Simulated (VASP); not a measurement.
# P (C2/c) in VASP: single point with PBE

Aim: the single point of P with PBE.

Everything below comes from runs of VASP 6.6.1. Logs are shortened: lines on timing, memory, paths and dates and some standing lists are left out, and cuts for length are marked.

**1. The cell of the first run**

The structure is monoclinic, space group C2/c (No. 15). The conventional cell has a = 6.087 Å, b = 3.685 Å, c = 3.406 Å, α = 90.00°, β = 123.81°, γ = 90.00°. Within 3.2 Å of P (site symmetry 2) lie 6 P at 2.44 to 2.58 Å.

**2. Single point, PBE (strained and its atoms moved)**

INCAR reads:

```
SYSTEM = P
PREC = Accurate
ENCUT = 520
EDIFF = 1E-7
ISMEAR = 0
SIGMA = 0.1
LREAL = .FALSE.
LASPH = .TRUE.
NELM = 100
ALGO = Normal
ISIF = 2
LWAVE = .FALSE.
LCHARG = .FALSE.
GGA = PE
NBANDS = 12
```

KPOINTS reads:

```
Automatic mesh
0
G
  14 14 14
  0 0 0
```

POSCAR reads:

```
P
1.0
   -1.6981905471      2.5255335014      1.8423065858
    1.6981905471     -2.5255335014      1.8423065858
    1.7075972643      2.5318597490     -1.8423065858
P
2
Direct
    0.7629636265      0.0129636265      0.7500000000
    0.2370363735      0.9870363735      0.2500000000
```

Potentials or basis: VASP PAW PBE potentials, release 64 (P).

The run is started by

```sh
> cat potpaw_PBE.64/P/POTCAR > POTCAR
> mpirun -np 1 vasp_std > vasp.out
```

OUTCAR:

```text
SYSTEM = P
   PREC = Accurate
   ENCUT = 520
   EDIFF = 1E-7
   ISMEAR = 0
   LREAL = .FALSE.
   LASPH = .TRUE.
   NELM = 100
   ISIF = 2
   GGA = PE

 ion  position               nearest neighbor table
   1  0.763  0.013  0.750-   2 2.44   2 2.44   2 2.53   2 2.53   2 2.58   2 2.58
   2  0.237  0.987  0.250-   1 2.44   1 2.44   1 2.53   1 2.53   1 2.58   1 2.58

  LATTYP: Found a base centered monoclinic cell.
 ALAT       =     6.0867628838
 B/A-ratio  =     0.6053485641
 C/A-ratio  =     0.5595410486
 COS(beta)  =    -0.5564522495

  Lattice vectors:

 A1 = (  -1.6981905471,   2.5255335014,  -1.8423065858)
 A2 = (  -1.6981905471,   2.5255335014,   1.8423065858)
 A3 = (   3.4057878114,   0.0063262476,   0.0000000000)

Analysis of symmetry for initial positions (statically):
=====================================================================
 Subroutine PRICEL returns:
 Original cell was already a primitive cell.

 Routine SETGRP: Setting up the symmetry group for a
 base centered monoclinic supercell.

 Subroutine GETGRP returns: Found  4 space group operations
 (whereof  2 operations were pure point group operations)
 out of a pool of  4 trial point group operations.

The static configuration has the point symmetry S_2 .
 The point group associated with its full space group is C_2h.

Analysis of symmetry for dynamics (positions and initial velocities):
=====================================================================
 Subroutine PRICEL returns:
 Original cell was already a primitive cell.

 Routine SETGRP: Setting up the symmetry group for a
 base centered monoclinic supercell.

 Subroutine GETGRP returns: Found  4 space group operations
 (whereof  2 operations were pure point group operations)
 out of a pool of  4 trial point group operations.

The dynamic configuration has the point symmetry S_2 .
 The point group associated with its full space group is C_2h.

 Subroutine INISYM returns: Found  4 space group operations
 (whereof  2 operations are pure point group operations),
 and found     1 'primitive' translations

----------------------------------------------------------------------------------------

                                     Primitive cell

  volume of cell :      31.7325

  direct lattice vectors                    reciprocal lattice vectors
    -1.698190547  2.525533501  1.842306586    -0.000367285  0.197731006  0.271398910
     1.698190547 -2.525533501  1.842306586     0.293618837 -0.000546129  0.271398910
     1.707597264  2.531859749 -1.842306586     0.293251551  0.197184877  0.000000000

  length of vectors
     3.557564357  3.557564357  3.566552364     0.335790194  0.399837077  0.353381307

  position of ions in fractional coordinates (direct lattice)
     0.762963627  0.012963627  0.750000000
     0.237036373  0.987036373  0.250000000

  ion indices of the primitive-cell ions
   primitive index   ion index
                 1           1
                 2           2

----------------------------------------------------------------------------------------

 KPOINTS: Automatic mesh

Automatic generation of k-mesh.
 Grid dimensions read from file:
 generate k-points for:   14   14   14

 Generating k-lattice:

  Cartesian coordinates                     Fractional coordinates (reciprocal lattice)
    -0.000026235  0.014123643  0.019385636     0.071428571 -0.000000000  0.000000000
     0.020972774 -0.000039009  0.019385636    -0.000000000  0.071428571  0.000000000
     0.020946539  0.014084634  0.000000000     0.000000000 -0.000000000  0.071428571

  Length of vectors
     0.023985014  0.028559791  0.025241522

  Shift w.r.t. Gamma in fractional coordinates (k-lattice)
     0.000000000  0.000000000  0.000000000

 Subroutine IBZKPT returns following result:
 ===========================================

 Found    744 irreducible k-points:

 Following reciprocal coordinates:
            Coordinates               Weight
  0.000000  0.000000  0.000000      1.000000
  0.071429  0.000000  0.000000      4.000000
  0.142857 -0.000000 -0.000000      4.000000
  0.214286 -0.000000  0.000000      4.000000
  0.285714 -0.000000 -0.000000      4.000000
  0.357143  0.000000  0.000000      4.000000
[... 16 lines left out ...]
  0.000000  0.142857  0.000000      4.000000
  0.071429  0.142857 -0.000000      4.000000
 [... further k-points ...]
   k-points           NKPTS =    744   k-points in BZ     NKDIM =    744   number of bands    NBANDS=     12
   number of dos      NEDOS =    301   number of ions     NIONS =      2
   total plane-waves  NPLWV =  21952
   dimension x,y,z NGX =    28 NGY =   28 NGZ =   28
   dimension x,y,z NGXF=    56 NGYF=   56 NGZF=   56
   ions per type =               2
   NGX,Y,Z   is equivalent  to a cutoff of  13.08, 13.08, 13.05 a.u.
   NGXF,Y,Z  is equivalent  to a cutoff of  26.17, 26.17, 26.10 a.u.
 SYSTEM =  P
   PREC   = accura    normal or accurate (medium, high low for compatibility)
   ISTART =      0    job   : 0-new  1-cont  2-samecut
   ICHARG =      2    charge: 1-file 2-atom 10-const
   ISPIN  =      1    spin polarized calculation?
   LNONCOLLINEAR =      F non collinear calculations
   LSORBIT =      F    spin-orbit coupling
   LASPH  =      T    aspherical Exc in radial PAW
   ENCUT  =  520.0 eV  38.22 Ry    6.18 a.u.   6.61  6.61  6.63*2*pi/ulx,y,z
   NELM   =    100;   NELMIN=  2; NELMDL= -5     # of ELM steps
   EDIFF  = 0.1E-06   stopping-criterion for ELM
   LREAL  =      F    real-space projection
   EDIFFG = 0.1E-05   stopping-criterion for IOM
   NSW    =      0    number of steps for IOM
   IBRION =     -1    ionic relax: 0-MD 1-quasi-New 2-CG
   NFREE  =      0    steps in history (QN), initial steepest desc. (CG)
   ISIF   =      2    stress and relaxation
   ISYM   =      2    0-nonsym 1-usesym 2-fastsym
   POTIM  = 0.5000    time-step for ionic-motion
   TEBEG  =    0.0;   TEEND  =   0.0 temperature during run
   PSTRESS=    0.0 pullay stress
   NELECT =      10.0000    total number of electrons
   NUPDOWN=      -1.0000    fix difference up-down
   EMIN   =  10.00;   EMAX   =-10.00  energy-range for DOS
   EFERMI =   0.00;   METHOD = LEGACY
   ISMEAR =     0;   SIGMA  =   0.10  broadening in eV -4-tet -1-fermi 0-gaus
   EFERMI_NEDOS =   21; number of points for ismear=-14 and -15
   IALGO  =     38    algorithm
   IMIX   =      4    mixing-type and parameters
     AMIX     =   0.40;   BMIX     =  1.00
     AMIX_MAG =   1.60;   BMIX_MAG =  1.00
  volume/ion in A,a.u.               =      15.87       107.07
  Fermi-wavevector in a.u.,A,eV,Ry     =   1.114055  2.105258 16.886440  1.241118
  Thomas-Fermi vector in A             =   2.250646
   LORBIT       =      0    0 simple, 1 ext, 2 COOP (PROOUT), +10 PAW based schemes
   GGA     = PE    functional components
   LHFCALC =     F    Hartree Fock is set to
   AEXX    =    0.0000 exact exchange contribution
   IVDW    =     0    specifies the selected vdW correction
   LEPSILON=     F    determine dielectric tensor
   LRPA    =     F    only Hartree local field effects (RPA)
 non-spin polarized calculation
 Gauss-broadening in eV      SIGMA  =   0.10
  energy-cutoff  :      520.00
  volume of cell :       31.73
 maximum number of plane-waves:       871
   NGX = 13   NGY = 13   NGZ = 13

 number of electron      10.0000000 magnetization

 Free energy of the ion-electron system (eV)
  ---------------------------------------------------
  ext. energy  EPLUGINS =         0.00000000
  ---------------------------------------------------
  free energy    TOTEN  =       -10.47363806 eV

  energy without entropy =      -10.46954380  energy(sigma->0) =      -10.47159093

 E-fermi :   8.4692     XC(G=0): -10.9016

 val. band max:        8.4683606113   @ k =  -0.3571   0.4286   0.1429
 cond. band min:       8.4736706231   @ k =  -0.3571  -0.1429   0.2143
 fundamental gap:      0.0053100118
 Fermi energy:         8.4691930827

 k-point     1 :       0.0000    0.0000    0.0000
  band No.  band energies     occupation
      1      -7.2013      2.00000
      2       5.7530      2.00000
      3       5.7681      2.00000
      4       6.4754      2.00000
      5       6.9291      2.00000
      6      12.2238      0.00000
      7      12.9257      0.00000
      8      12.9305      0.00000
      9      13.4107      0.00000
     10      14.0313      0.00000
     11      14.1686      0.00000
     12      15.3563      0.00000

 k-point     2 :       0.0714    0.0000    0.0000
  band No.  band energies     occupation
      1      -7.1241      2.00000
      2       4.4687      2.00000
      3       6.2362      2.00000
      4       6.9176      2.00000
      5       7.1062      2.00000
      6      12.0291      0.00000
      7      12.4092      0.00000
      8      12.7739      0.00000
      9      13.3295      0.00000
     10      13.9288      0.00000
     11      14.3270      0.00000
     12      16.1479      0.00000

 k-point     3 :       0.1429   -0.0000   -0.0000
  band No.  band energies     occupation
      1      -6.8928      2.00000
      2       3.0394      2.00000
      3       6.2595      2.00000
      4       6.8992      2.00000
      5       7.9720      2.00000
      6      11.2101      0.00000
      7      11.4646      0.00000
      8      12.5013      0.00000
      9      13.7455      0.00000
     10      13.9984      0.00000
     11      14.8041      0.00000
     12      17.6197      0.00000
[... 286 lines left out ...]
 k-point    23 :       0.0000    0.1429    0.0000
  band No.  band energies     occupation
      1      -6.7650      2.00000
      2       3.4517      2.00000
      3       5.6094      2.00000
      4       5.6959      2.00000
      5       8.8505      0.00000
      6       9.5891      0.00000
      7      12.1742      0.00000
      8      13.2868      0.00000
      9      13.4433      0.00000
     10      15.1472      0.00000
     11      15.1957      0.00000
     12      15.8305      0.00000

 k-point    24 :       0.0714    0.1429   -0.0000
  band No.  band energies     occupation
      1      -6.4892      2.00000
      2       2.4351      2.00000
      3       5.3459      2.00000
      4       5.7369      2.00000
      5       8.0882      2.00000
      6      10.2744      0.00000
      7      12.1737      0.00000
      8      12.9772      0.00000
      9      13.5013      0.00000
     10      15.8176      0.00000
     11      16.1104      0.00000
     12      16.5570      0.00000

 [... further k-points ...]

------------------------ aborting loop because EDIFF is reached ----------------------------------------

  FORCE on cell =-STRESS in cart. coord.  units (eV):
  Direction    XX          YY          ZZ          XY          YZ          ZX
  --------------------------------------------------------------------------------------
  -------------------------------------------------------------------------------------
  Total       -0.3658737     -1.5110160     -2.0578353     -0.0331435      0.0000000      0.0000000
  in kB      -18.4729846    -76.2912828   -103.9002206     -1.6734162      0.0000000      0.0000000
  external PRESSURE =     -66.2214960 kB  Pullay stress =       0.0000000 kB

 VOLUME and BASIS-vectors are now :
 -----------------------------------------------------------------------------
  energy-cutoff  :      520.00
  volume of cell :       31.73
      direct lattice vectors                 reciprocal lattice vectors
    -1.698190547  2.525533501  1.842306586    -0.000367285  0.197731006  0.271398910
     1.698190547 -2.525533501  1.842306586     0.293618837 -0.000546129  0.271398910
     1.707597264  2.531859749 -1.842306586     0.293251551  0.197184877  0.000000000

 POSITION                                       TOTAL-FORCE (eV/Angst)
 -----------------------------------------------------------------------------------
      0.00706      3.79304      0.04777         0.000000     -0.000000      0.577611
      1.70054     -1.26119      1.79454        -0.000000      0.000000     -0.577611
 -----------------------------------------------------------------------------------
    total drift:                                0.000000     -0.000000      0.000000

  FREE ENERGIE OF THE ION-ELECTRON SYSTEM (eV)
  ---------------------------------------------------
  free  energy   TOTEN  =       -10.4736380605 eV

  energy  without entropy=      -10.4695437968  energy(sigma->0) =      -10.47159093
```

It took 3.4 min on 1 thread of Intel Xeon Platinum 8488C (Sapphire Rapids), shared host; peak memory 0.32 GiB.

Results:

| Item | Value |
| --- | --- |
| Free energy | -10.4736 eV |
| Pressure | -6.6 GPa |
| Largest force | 0.578 eV/Å |
| Band gap on the k mesh | zero (bands 5 and 6 overlap by 1.93 eV) |

Forces in eV/Å, atoms in the order of the input:
```
P    0.000  0.000  0.578
P    0.000  0.000 -0.578
```

Stress tensor (GPa, compression positive):
```
 -1.85  -0.17   0.00
 -0.17  -7.63   0.00
  0.00   0.00 -10.39
```

Caveat: the cell differs from its parent crystal (strained and its atoms moved); the cell stands under tension.
